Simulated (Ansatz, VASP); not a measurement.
**Bi: VASP beside Ansatz**

Contents of INCAR:

```
  ALGO = Fast
  EDIFF = 1E-7
  ENCUT = 520
  GGA = CA
  ISIF = 2
  ISMEAR = 0
  LASPH = T
  LCHARG = F
  LREAL = F
  LWAVE = F
  NBANDS = 22
  NELM = 60
  PREC = Accurate
  SIGMA = 0.1
```

Contents of KPOINTS:

```
k-points
0
Gamma
  6 6 6
```

Contents of POSCAR:

```
Bi
1.0
    2.2675000000      1.3091417354      3.9380000000
   -2.2675000000      1.3091417354      3.9380000000
    0.0000000000     -2.6182834708      3.9380000000
Bi
2
Direct
    0.2340000000      0.2340000000      0.2340000000
    0.7660000000      0.7660000000      0.7660000000
```

Input for Ansatz:

```yaml
crystal:
  lattice:
    - [2.2675, 1.3091417354, 3.938]
    - [-2.2675, 1.3091417354, 3.938]
    - [0.0, -2.6182834708, 3.938]
  atoms:
    - { symbol: Bi, position: [0.234, 0.234, 0.234] }
    - { symbol: Bi, position: [0.766, 0.766, 0.766] }
basis:
  ecutwfc: 420
kpoints:
  mp_grid: { grid: [6, 6, 6] }
hamiltonian:
  xc: lda
  pseudopotentials: { kind: paw }
scf:
  occupations: { method: gaussian, width: 0.1 }
output:
  forces: true
  stress: true
  eigenvalues: true
```

Alike in both runs: task single point; functional LDA; k mesh 6 × 6 × 6; occupations gaussian, width 0.1 eV; no spin polarisation.

|  | VASP | Ansatz |
| --- | --- | --- |
| version | VASP 6.6.1 | Ansatz 0.2.0 |
| potentials or method | VASP PAW LDA potentials, release 64 (Bi_d), cutoff 520 eV | scalar-relativistic, plane waves, PAW |
| valence electrons in the cell | 30 | 30 |

```csv
,VASP,Ansatz,Ansatz less VASP
gap on the k mesh at the Fermi level (eV),none,none,-
pressure (GPa),-1.4,-1.5,-0.08
"traceless stress, the component that is largest in VASP (GPa)",0.11,0.13,+0.019
rms of the force components (eV/Å),0.007,0.019,+0.0124
```

LDA's correlation is that of Perdew and Zunger in VASP and of Perdew and Wang (1992) in Ansatz. Atom by atom the forces differ by 0.012 eV/Å (rms over components). A gap of «none» marks a metal or a gap that the smearing closes.

Spin-orbit coupling is off throughout.
